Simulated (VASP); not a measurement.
Set up this calculation in VASP 6.6.1, as the native input.

* Task: single point
* Functional: PBEsol
* Dispersion: D4
* Potentials or basis: VASP PAW PBE potentials, release 64 (Mo_sv)
* Cutoff: 500 eV
* k mesh: 10 × 10 × 10
* Occupations: gaussian, width 0.1 eV
* Spin: non-collinear spin, zero start, spin-orbit coupling
* Starting moments: [[0.0, 0.0, 0.0]] μB
* Dipole correction: no
* Further INCAR settings: ALGO = Normal; EDIFF = 1e-06; NBANDS = 25

The structure of Mo lies in POSCAR:

```
Mo
1.0
   -1.5734150000      1.5734150000      1.5734150000
    1.5734150000     -1.5734150000      1.5734150000
    1.5734150000      1.5734150000     -1.5734150000
Mo
1
Direct
    0.0000000000      0.0000000000      0.0000000000
```

These files were run (other wordings do the same):

INCAR

```
  PREC = Accurate
  ENCUT = 500
  EDIFF = 1E-6
  ISMEAR = 0
  SIGMA = 0.1
  LREAL = F
  LASPH = T
  NELM = 200
  ALGO = Normal
  ISIF = 2
  LWAVE = F
  LCHARG = F
  MAGMOM = 0 0 0
  LORBIT = 11
  LSORBIT = T
  GGA_COMPAT = F
  LORBMOM = T
  LMAXMIX = 4
  GGA = PS
  IVDW = 13
  NBANDS = 25
```

KPOINTS

```
regular mesh
0
Gamma
  10 10 10
```

Potentials or basis: VASP PAW PBE potentials, release 64 (Mo_sv).

The run is started by

```console
$ cat potpaw_PBE.64/Mo_sv/POTCAR > POTCAR
$ mpirun -np 1 vasp_ncl > vasp.out
```

It gave:

```
Pressure                                              : -7.6 GPa
Net moment                                            : 0.00 μB per cell
Valence electrons inside the program's atomic spheres : Mo 12.52
Dispersion energy per atom                            : -0.357 eV
```

Caveat: the PAW data sets were made with another functional, which shifts forces and pressure a little.

Run time: 66 s on 1 thread of Intel Xeon 8259CL, with other jobs on the host, peak memory 0.17 GiB.
